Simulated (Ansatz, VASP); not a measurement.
## Two plane-wave programs on AlN

```
Al N
1.0
     3.30147    0.00000    0.00000
    -1.65073    2.85916    0.00000
     0.00000    0.00000    4.13987
Al N
2 2
Direct
  0.33333 0.66667 0.75000
  0.66667 0.33333 0.25000
  0.33333 0.66667 0.25000
  0.66667 0.33333 0.75000
```

Alike in both runs: functional PBEsol; k mesh 9 × 9 × 6; occupations gaussian, width 0.02 eV; no spin polarisation.

Ansatz relaxed the structure, and its values are those at the end. VASP's run is a single point on that final structure, the one shown.

```csv
,VASP,Ansatz
version,VASP 6.6.1,Ansatz 0.2.0
potentials or method,"VASP PAW PBE potentials, release 64 (Al, N), cutoff 520 eV","scalar-relativistic, plane waves, PAW"
valence electrons in the cell,16,16
```

```tsv
	VASP	Ansatz	Ansatz less VASP
gap on the k mesh at the Fermi level (eV)	3.34	3.33	-0.014
least direct gap on the mesh (eV)	3.34	3.33	-0.014
pressure (GPa)	0.0	0.0	-0.01
```

VASP's potentials were made for PBE, not for PBEsol, and Ansatz warns of the same on its side.
